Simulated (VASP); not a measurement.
A run of VASP 6.6.1 is set up as follows.

The input POSCAR:

```
TiB2
1.0
    3.0232014618      0.0000000000      0.0000000000
   -1.5116007309      2.6181692667      0.0000000000
    0.0000000000      0.0000000000      3.2268233334
Ti B
1 2
Direct
    0.0000000000      0.0000000000      0.0000000000
    0.3333333333      0.6666666667      0.5000000000
    0.6666666667      0.3333333333      0.5000000000
```

Contents of INCAR.step1:

```
PREC = Accurate
ENCUT = 520
ISMEAR = -1
SIGMA = 0.02
LREAL = F
LASPH = T
NELM = 100
NBANDS = 16
GGA = PE
ALGO = Normal
EDIFF = 1E-4
LWAVE = T
LCHARG = F
```

INCAR.step2

```
PREC = Accurate
ENCUT = 520
EDIFF = 1E-6
ISMEAR = -1
SIGMA = 0.02
LREAL = F
LASPH = T
NELM = 100
ALGO = Normal
ISIF = 2
LWAVE = F
LCHARG = T
METAGGA = R2SCAN
LMIXTAU = T
LELF = T
LVHAR = T
NBANDS = 16
ISTART = 1
```

File KPOINTS:

```
Automatic mesh
0
Gamma
  12 12 8
```

Potentials or basis: VASP PAW PBE potentials, release 64 (Ti_sv, B).

Launch:

```sh
$ cat potpaw_PBE.64/Ti_sv/POTCAR potpaw_PBE.64/B/POTCAR > POTCAR
$ cp INCAR.step1 INCAR
$ mpirun -np 1 vasp_std > vasp.out
$ cp INCAR.step2 INCAR
$ mpirun -np 1 vasp_std > vasp.out
```

Question: Predict the pressure.

Answer: 0.8 GPa.

Question: What does it give for the band gap on the k mesh?

Answer: Zero (bands 9 and 10 overlap by 0.72 eV).

Stress tensor (GPa, compression positive):
```
0.78 0.00 0.00
0.00 0.78 0.00
0.00 0.00 0.93
```

Caveat: the PAW data sets were made with another functional, which shifts forces and pressure a little.
